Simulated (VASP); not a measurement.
# Te2Mo (P-6m2) in VASP: single point with HSE06

Aim: the single point of Te2Mo with HSE06.

Everything below comes from runs of VASP 6.6.1. Logs are shortened: lines on timing, memory, paths and dates and some standing lists are left out, and cuts for length are marked.

**1. The cell of the first run**

The structure is hexagonal, space group P-6m2 (No. 187). Conventional cell: a = 3.517 Å, b = 3.517 Å, c = 7.782 Å, α = 90.00°, β = 90.00°, γ = 120.00°. Te (site symmetry 3m) has 3 Mo at 2.72 Å and 7 Te at 3.52 to 3.61 Å within 3.7 Å. Within 3.6 Å of Mo (site symmetry -6m2) lie 6 Te at 2.72 Å and 6 Mo at 3.52 Å.

**2. Single point, HSE06 (strain -0.6%)**

POSCAR

```
Te2Mo
1.0
    3.5165795681      0.0000000000      0.0000000000
   -1.7582897840      3.0454472404      0.0000000000
    0.0000000000      0.0000000000      7.7815180187
Te Mo
2 1
Direct
    0.3333333333      0.6666666667      0.7683289470
    0.3333333333      0.6666666667      0.2316710530
    0.0000000000      0.0000000000      0.0000000000
```

INCAR.step1

```
SYSTEM = Te2Mo
ALGO = Normal ; EDIFF = 1E-5
ENCUT = 520 ; GGA = PE
ISIF = 2 ; ISMEAR = 0
LASPH = .TRUE. ; LCHARG = .FALSE.
LREAL = .FALSE. ; LWAVE = .TRUE.
NBANDS = 20 ; NELM = 80
PREC = Accurate ; SIGMA = 0.01
```

INCAR.step2

```
SYSTEM = Te2Mo
ALGO = Normal ; EDIFF = 1E-6
ENCUT = 520 ; GGA = PE
HFSCREEN = 0.2079 ; ISIF = 2
ISMEAR = 0 ; ISTART = 1
LASPH = .TRUE. ; LCHARG = .FALSE.
LHFCALC = .TRUE. ; LREAL = .FALSE.
LWAVE = .FALSE. ; NBANDS = 20
NELM = 80 ; PREC = Accurate
PRECFOCK = Normal ; SIGMA = 0.01
```

KPOINTS

```
k-points
0
G
  6 6 2
  0 0 0
```

Potentials or basis: VASP PAW PBE potentials, release 64 (Te, Mo_sv).

Command:

```
$ cat potpaw_PBE.64/Te/POTCAR potpaw_PBE.64/Mo_sv/POTCAR > POTCAR
$ cp INCAR.step1 INCAR
$ mpirun -np 1 vasp_std > vasp.out
$ cp INCAR.step2 INCAR
$ mpirun -np 1 vasp_std > vasp.out
```

OUTCAR:

```text
SYSTEM = Te2Mo
   EDIFF = 1E-6
   ENCUT = 520
   GGA = PE
   HFSCREEN = 0.2079
   ISIF = 2
   ISMEAR = 0
   ISTART = 1
   LASPH = .TRUE.
   LHFCALC = .TRUE.
   LREAL = .FALSE.
   NELM = 80
   PREC = Accurate
   PRECFOCK = Normal

 ion  position               nearest neighbor table
   1  0.333  0.667  0.768-   3 2.72   3 2.72   3 2.72   2 3.61
   2  0.333  0.667  0.232-   3 2.72   3 2.72   3 2.72   1 3.61
   3  0.000  0.000  0.000-   1 2.72   2 2.72   1 2.72   2 2.72   1 2.72   2 2.72

  LATTYP: Found a hexagonal cell.
 ALAT       =     3.5165795681
 C/A-ratio  =     2.2128087444

  Lattice vectors:

 A1 = (   3.5165795681,   0.0000000000,   0.0000000000)
 A2 = (  -1.7582897840,   3.0454472404,   0.0000000000)
 A3 = (   0.0000000000,   0.0000000000,   7.7815180187)

Analysis of symmetry for initial positions (statically):
=====================================================================
 Subroutine PRICEL returns:
 Original cell was already a primitive cell.

 Routine SETGRP: Setting up the symmetry group for a
 hexagonal supercell.

 Subroutine GETGRP returns: Found 12 space group operations
 (whereof 12 operations were pure point group operations)
 out of a pool of 24 trial point group operations.

The static configuration has the point symmetry D_3h.

Analysis of symmetry for dynamics (positions and initial velocities):
=====================================================================
 Subroutine PRICEL returns:
 Original cell was already a primitive cell.

 Routine SETGRP: Setting up the symmetry group for a
 hexagonal supercell.

 Subroutine GETGRP returns: Found 12 space group operations
 (whereof 12 operations were pure point group operations)
 out of a pool of 24 trial point group operations.

The dynamic configuration has the point symmetry D_3h.

 Subroutine INISYM returns: Found 12 space group operations
 (whereof 12 operations are pure point group operations),
 and found     1 'primitive' translations

----------------------------------------------------------------------------------------

                                     Primitive cell

  volume of cell :      83.3366

  direct lattice vectors                    reciprocal lattice vectors
     3.516579568  0.000000000  0.000000000     0.284367233  0.164179498  0.000000000
    -1.758289784  3.045447240  0.000000000     0.000000000  0.328358997  0.000000000
     0.000000000  0.000000000  7.781518019     0.000000000  0.000000000  0.128509630

  length of vectors
     3.516579568  3.516579568  7.781518019     0.328358997  0.328358997  0.128509630

  position of ions in fractional coordinates (direct lattice)
     0.333333333  0.666666667  0.768328947
     0.333333333  0.666666667  0.231671053
     0.000000000  0.000000000  0.000000000

  ion indices of the primitive-cell ions
   primitive index   ion index
                 1           1
                 2           2
                 3           3

----------------------------------------------------------------------------------------

 KPOINTS: k-points

Automatic generation of k-mesh.
 Grid dimensions read from file:
 generate k-points for:    6    6    2

 Generating k-lattice:

  Cartesian coordinates                     Fractional coordinates (reciprocal lattice)
     0.047394539  0.027363250  0.000000000     0.166666667  0.000000000  0.000000000
     0.000000000  0.054726499  0.000000000     0.000000000  0.166666667  0.000000000
     0.000000000  0.000000000  0.064254815     0.000000000  0.000000000  0.500000000

  Length of vectors
     0.054726499  0.054726499  0.064254815

  Shift w.r.t. Gamma in fractional coordinates (k-lattice)
     0.000000000  0.000000000  0.000000000

 Subroutine IBZKPT returns following result:
 ===========================================

 Found     14 irreducible k-points:

 Following reciprocal coordinates:
            Coordinates               Weight
  0.000000  0.000000  0.000000      1.000000
  0.166667  0.000000  0.000000      6.000000
  0.333333  0.000000  0.000000      6.000000
  0.500000  0.000000  0.000000      3.000000
  0.166667  0.166667  0.000000      6.000000
  0.333333  0.166667  0.000000     12.000000
  0.333333  0.333333  0.000000      2.000000
  0.000000  0.000000  0.500000      1.000000
  0.166667  0.000000  0.500000      6.000000
  0.333333  0.000000  0.500000      6.000000
  0.500000  0.000000  0.500000      3.000000
  0.166667  0.166667  0.500000      6.000000
  0.333333  0.166667  0.500000     12.000000
  0.333333  0.333333  0.500000      2.000000
   k-points           NKPTS =     14   k-points in BZ     NKDIM =     72   number of bands    NBANDS=     20
   number of dos      NEDOS =    301   number of ions     NIONS =      3
   total plane-waves  NPLWV =  47040
   dimension x,y,z NGX =    28 NGY =   28 NGZ =   60
   dimension x,y,z NGXF=    56 NGYF=   56 NGZF=  120
   ions per type =               2   1
   NGX,Y,Z   is equivalent  to a cutoff of  13.24, 13.24, 12.82 a.u.
   NGXF,Y,Z  is equivalent  to a cutoff of  26.47, 26.47, 25.64 a.u.
 SYSTEM =  Te2Mo
   PREC   = accura    normal or accurate (medium, high low for compatibility)
   ISTART =      1    job   : 0-new  1-cont  2-samecut
   ICHARG =      0    charge: 1-file 2-atom 10-const
   ISPIN  =      1    spin polarized calculation?
   LNONCOLLINEAR =      F non collinear calculations
   LSORBIT =      F    spin-orbit coupling
   LASPH  =      T    aspherical Exc in radial PAW
   ENCUT  =  520.0 eV  38.22 Ry    6.18 a.u.   6.54  6.54 14.47*2*pi/ulx,y,z
   NELM   =     80;   NELMIN=  2; NELMDL=  0     # of ELM steps
   EDIFF  = 0.1E-05   stopping-criterion for ELM
   LREAL  =      F    real-space projection
   EDIFFG = 0.1E-04   stopping-criterion for IOM
   NSW    =      0    number of steps for IOM
   IBRION =     -1    ionic relax: 0-MD 1-quasi-New 2-CG
   NFREE  =      0    steps in history (QN), initial steepest desc. (CG)
   ISIF   =      2    stress and relaxation
   ISYM   =      3    0-nonsym 1-usesym 2-fastsym
   POTIM  = 0.5000    time-step for ionic-motion
   TEBEG  =    0.0;   TEEND  =   0.0 temperature during run
   PSTRESS=    0.0 pullay stress
   NELECT =      26.0000    total number of electrons
   NUPDOWN=      -1.0000    fix difference up-down
   EMIN   =  10.00;   EMAX   =-10.00  energy-range for DOS
   EFERMI =   0.00;   METHOD = LEGACY
   ISMEAR =     0;   SIGMA  =   0.01  broadening in eV -4-tet -1-fermi 0-gaus
   EFERMI_NEDOS =   21; number of points for ismear=-14 and -15
   IALGO  =     38    algorithm
   IMIX   =      1    mixing-type and parameters
     AMIX     =   0.40;   BMIX     =  1.00
     AMIX_MAG =   1.60;   BMIX_MAG =  1.00
  volume/ion in A,a.u.               =      27.78       187.46
  Fermi-wavevector in a.u.,A,eV,Ry     =   1.110335  2.098229 16.773856  1.232844
  Thomas-Fermi vector in A             =   2.246885
   LORBIT       =      0    0 simple, 1 ext, 2 COOP (PROOUT), +10 PAW based schemes
   GGA     = PE    functional components
   LHFCALC =     T    Hartree Fock is set to
   PRECFOCK=normal    Normal, Fast or Accurate (Low or Medium for compatibility)
   ENCUT4O =  -1.0   cutoff for four orbital integrals eV
   NKREDX  =     1    reduce k-point grid by
   NKREDY  =     1    reduce k-point grid by
   NKREDZ  =     1    reduce k-point grid by
   AEXX    =    0.2500 exact exchange contribution
   HFSCREEN=    0.2079 screening length (either q_TF or 0.3 A-1)
   HFSCREENC=   0.2079 screening length for correlation (either q_TF or 0.3 A-1)
   ENCUTFOCK=  -1.0 apply spherical cutoff to Coloumb kernel
   IVDW    =     0    specifies the selected vdW correction
   LEPSILON=     F    determine dielectric tensor
   LRPA    =     F    only Hartree local field effects (RPA)
 non-spin polarized calculation
 Gauss-broadening in eV      SIGMA  =   0.01
  energy-cutoff  :      520.00
  volume of cell :       83.34
 maximum number of plane-waves:      2285
 NGX is ok and might be reduce to    28
  NGX = 20; NGY = 20; NGZ = 48

 number of electron      25.9999997 magnetization

 Free energy of the ion-electron system (eV)
  ---------------------------------------------------
  ext. energy  EPLUGINS =         0.00000000
  ---------------------------------------------------
  free energy    TOTEN  =       -21.78582566 eV

  energy without entropy =      -21.78582566  energy(sigma->0) =      -21.78582566

 E-fermi :   6.6220     XC(G=0):  -8.0465

 val. band max:        6.4237338627   @ k =   0.3333   0.3333   0.5000
 cond. band min:       7.8983154960   @ k =   0.1667   0.1667   0.0000
 fundamental gap:      1.4745816332
 Fermi energy:         6.6220391237

 k-point     1 :       0.0000    0.0000    0.0000
  band No.  band energies     occupation
      1     -58.3258      2.00000
      2     -31.0837      2.00000
      3     -30.9249      2.00000
      4     -30.9249      2.00000
      5      -7.6493      2.00000
      6      -6.4500      2.00000
[... 12 lines left out ...]
     19      13.6987      0.00000
     20      15.4094      0.00000

 k-point     2 :       0.1667    0.0000    0.0000
  band No.  band energies     occupation
      1     -58.3224      2.00000
      2     -31.0750      2.00000
      3     -30.9699      2.00000
      4     -30.9358      2.00000
      5      -7.2251      2.00000
      6      -6.1632      2.00000
[... 12 lines left out ...]
     19      14.6433      0.00000
     20      15.3768      0.00000

 k-point     3 :       0.3333    0.0000    0.0000
  band No.  band energies     occupation
      1     -58.3157      2.00000
      2     -31.0588      2.00000
      3     -31.0571      2.00000
      4     -30.9578      2.00000
      5      -6.1445      2.00000
      6      -5.4469      2.00000
[... 12 lines left out ...]
     19      12.9920      0.00000
     20      13.7784      0.00000

 k-point     4 :       0.5000    0.0000    0.0000
  band No.  band energies     occupation
      1     -58.3123      2.00000
      2     -31.1028      2.00000
      3     -31.0480      2.00000
      4     -30.9688      2.00000
      5      -5.3646      2.00000
      6      -4.9639      2.00000
[... 12 lines left out ...]
     19      13.2668      0.00000
     20      13.3139      0.00000

 k-point     5 :       0.1667    0.1667    0.0000
  band No.  band energies     occupation
      1     -58.3174      2.00000
      2     -31.0617      2.00000
      3     -31.0284      2.00000
      4     -30.9604      2.00000
      5      -6.4629      2.00000
      6      -5.6518      2.00000
[... 12 lines left out ...]
     19      13.9251      0.00000
     20      15.5976      0.00000

 k-point     6 :       0.3333    0.1667    0.0000
  band No.  band energies     occupation
      1     -58.3123      2.00000
      2     -31.0802      2.00000
      3     -31.0482      2.00000
      4     -30.9911      2.00000
      5      -5.4218      2.00000
      6      -4.9771      2.00000
[... 12 lines left out ...]
     19      13.6538      0.00000
     20      14.3430      0.00000

 k-point     7 :       0.3333    0.3333    0.0000
  band No.  band energies     occupation
      1     -58.3107      2.00000
      2     -31.0529      2.00000
      3     -31.0454      2.00000
      4     -31.0438      2.00000
      5      -5.0114      2.00000
      6      -4.7010      2.00000
[... 12 lines left out ...]
     19      11.7222      0.00000
     20      15.2771      0.00000
[... 47 lines left out ...]
 k-point    10 :       0.3333    0.0000    0.5000
  band No.  band energies     occupation
      1     -58.3157      2.00000
      2     -31.0588      2.00000
      3     -31.0571      2.00000
      4     -30.9578      2.00000
      5      -6.0571      2.00000
      6      -5.5661      2.00000
[... 12 lines left out ...]
     19      13.3031      0.00000
     20      14.4434      0.00000

 k-point    11 :       0.5000    0.0000    0.5000
  band No.  band energies     occupation
      1     -58.3123      2.00000
      2     -31.1029      2.00000
      3     -31.0479      2.00000
      4     -30.9688      2.00000
      5      -5.2807      2.00000
      6      -5.0664      2.00000
[... 12 lines left out ...]
     19      12.5407      0.00000
     20      13.3524      0.00000

 k-point    12 :       0.1667    0.1667    0.5000
  band No.  band energies     occupation
      1     -58.3174      2.00000
      2     -31.0616      2.00000
      3     -31.0285      2.00000
      4     -30.9605      2.00000
      5      -6.3749      2.00000
      6      -5.7776      2.00000
[... 12 lines left out ...]
     19      14.9048      0.00000
     20      15.3443      0.00000

 k-point    13 :       0.3333    0.1667    0.5000
  band No.  band energies     occupation
      1     -58.3123      2.00000
      2     -31.0803      2.00000
      3     -31.0481      2.00000
      4     -30.9911      2.00000
      5      -5.3373      2.00000
      6      -5.0818      2.00000
[... 12 lines left out ...]
     19      13.4109      0.00000
     20      14.9464      0.00000

 k-point    14 :       0.3333    0.3333    0.5000
  band No.  band energies     occupation
      1     -58.3107      2.00000
      2     -31.0530      2.00000
      3     -31.0454      2.00000
      4     -31.0437      2.00000
      5      -4.9298      2.00000
      6      -4.7978      2.00000
[... 12 lines left out ...]
     19      13.0469      0.00000
     20      13.4833      0.00000

------------------------ aborting loop because EDIFF is reached ----------------------------------------

  FORCE on cell =-STRESS in cart. coord.  units (eV):
  Direction    XX          YY          ZZ          XY          YZ          ZX
  --------------------------------------------------------------------------------------
  -------------------------------------------------------------------------------------
  Total       -0.5197486     -0.5197486     -0.4105157     -0.0000000     -0.0000000      0.0000000
  in kB       -9.9923603     -9.9923603     -7.8923163     -0.0000000     -0.0000000      0.0000000
  external PRESSURE =      -9.2923457 kB  Pullay stress =       0.0000000 kB

 VOLUME and BASIS-vectors are now :
 -----------------------------------------------------------------------------
  energy-cutoff  :      520.00
  volume of cell :       83.34
      direct lattice vectors                 reciprocal lattice vectors
     3.516579568  0.000000000  0.000000000     0.284367233  0.164179498  0.000000000
    -1.758289784  3.045447240  0.000000000     0.000000000  0.328358997  0.000000000
     0.000000000  0.000000000  7.781518019     0.000000000  0.000000000  0.128509630

 POSITION                                       TOTAL-FORCE (eV/Angst)
 -----------------------------------------------------------------------------------
     -0.00000      2.03030      5.97877         0.000000     -0.000000      0.353302
     -0.00000      2.03030      1.80275         0.000000     -0.000000     -0.353302
      0.00000      0.00000      0.00000        -0.000000      0.000000     -0.000000
 -----------------------------------------------------------------------------------
    total drift:                               -0.000005      0.000003      0.000000

  FREE ENERGIE OF THE ION-ELECTRON SYSTEM (eV)
  ---------------------------------------------------
  free  energy   TOTEN  =       -21.7858256552 eV

  energy  without entropy=      -21.7858256552  energy(sigma->0) =      -21.78582566
```

Wall time 40 min (1 thread of Intel Xeon Platinum 8375C at 2.90GHz (Ice Lake), shared host); peak memory 0.34 GiB.

What came out:

```yaml
Free_energy: -21.7858 eV
Pressure: -0.9 GPa
Largest_force: 0.353 eV/Å
Band_gap_on_the_k_mesh: 1.47 eV (least direct gap 1.56 eV)
```

Forces in eV/Å, atoms in the order of the input:
```
Te   0.000  0.000  0.353
Te   0.000  0.000 -0.353
Mo   0.000  0.000  0.000
```

Levels at points of the mesh, in eV from the valence-band top:
```
           k point  band 11  band 12  band 13  band 14  band 15  band 16
(0.00, 0.00, 0.00)    -1.04    -1.04    -0.95     3.78     3.78     4.02
(0.50, 0.00, 0.00)    -1.65    -1.12    -0.45     1.90     2.17     4.14
(0.00, 0.00, 0.50)    -1.05    -1.05    -0.25     3.68     3.68     4.12
(0.50, 0.00, 0.50)    -2.41    -0.78    -0.39     1.92     2.41     3.49
```

Caveat: the cell differs from its parent crystal (strain -0.6%); the PAW data sets were made with another functional, which shifts forces and pressure a little; spin-orbit coupling is left out, which moves the levels of the heavy elements; this functional lacks dispersion, which binds layers or chains, so the pressure and a relaxed spacing across them are unreliable. A k mesh can miss the band edges.
